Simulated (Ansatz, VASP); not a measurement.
# Ir in VASP and in Ansatz

```
Ir
1.0
     0.01920    1.92930    1.92930
     1.92930    0.01920    1.92930
     1.92930    1.92930    0.01920
Ir
1
Direct
  0.00000 0.00000 0.00000
```

Change from the starting cell: equal xy, yz and zx shear strains of +1 %.

Alike in both runs: task single point; functional PBE; k mesh 15 × 15 × 15; occupations fermi-dirac, width 0.05 eV; no spin polarisation.

|  | VASP | Ansatz |
| --- | --- | --- |
| version | VASP 6.6.1 | Ansatz 0.2.0 |
| potentials or method | VASP PAW PBE potentials, release 64 (Ir), cutoff 520 eV | all-electron LAPW, scalar-relativistic |

Ansatz gave:

```
pressure (GPa)                                                : 9.0
traceless stress, the component that is largest in VASP (GPa) : -2.85
```

Question: Estimate VASP's values.

Answer: Pressure (GPa): 9.7; traceless stress, the component that is largest in VASP (GPa): -2.85.

Ansatz ran all-electron here, and VASP with PAW potentials.

Neither program's run includes spin-orbit coupling.
